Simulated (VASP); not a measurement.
# Ba: relaxation of cell and atoms with RPBE

Ba:

```xyz
1
Lattice="-2.5000 2.5000 2.5000 2.5000 -2.5000 2.5000 2.5000 2.5000 -2.5000" Properties=species:S:1:pos:R:3 pbc="T T T"
Ba    0.0000    0.0000    0.0000
```

```yaml
Program: VASP 6.6.1
Task: relaxation of cell and atoms
Functional: RPBE
Potentials_or_basis: VASP PAW PBE potentials, release 64 (Ba_sv)
Cutoff: 600 eV
k_mesh: 9 × 9 × 9
Occupations: fermi-dirac, width 0.1 eV
Spin: no spin polarisation
Dipole_correction: no
Further_INCAR_settings: ALGO = Normal; EDIFF = 1e-06; IBRION = 2; EDIFFG = -0.01; NSW = 80; ISIF = 3
```

```yaml
Relaxed_volume: 69.05 Å³/atom
Relaxed_cell: a = 4.476 Å, b = 4.476 Å, c = 4.476 Å, α = 109.47°, β = 109.47°, γ = 109.47°
Space_group_after_relaxing_to_0.1_Å: Im-3m (No. 229)
Energy_gained_by_relaxing: 16.8 meV/atom
Ionic_steps: 4
Pressure_after_relaxing: 0.0 GPa
Band_gap_on_the_k_mesh: zero (bands 5 and 6 overlap by 0.72 eV)
```

Step by step:
| step | energy change (eV) | largest force (eV/Å) | pressure (GPa) | volume (Å³) |
| --- | --- | --- | --- | --- |
| 1 | 0.0000 | 0.0000 | 0.89 | 62.50 |
| 2 | -0.0127 | 0.0000 | 0.42 | 65.68 |
| 3 | -0.0160 | 0.0000 | -0.17 | 70.53 |
| 4 | -0.0168 | 0.0000 | -0.01 | 69.05 |

Final structure:
```
Ba
1.0
    -2.58442    2.58442    2.58442
     2.58442   -2.58442    2.58442
     2.58442    2.58442   -2.58442
Ba
1
Direct
  0.00000 0.00000 0.00000
```

Levels at points of the mesh, in eV from the Fermi level:
```tsv
k point	band 1	band 2	band 3	band 4	band 5	band 6	band 7	band 8	band 9
(0.00, 0.00, 0.00)	-29.10	-14.11	-14.11	-14.11	-2.70	1.75	1.75	1.75	3.00
```

Wall time 100 s on 1 thread of Intel Xeon 8259CL, on a shared host, peak memory 0.22 GiB.

Caveat: the PAW data sets were made with another functional, which shifts forces and pressure a little; spin-orbit coupling is left out, which moves the levels of the heavy elements. RPBE and its kin give volumes clearly too large for solids.
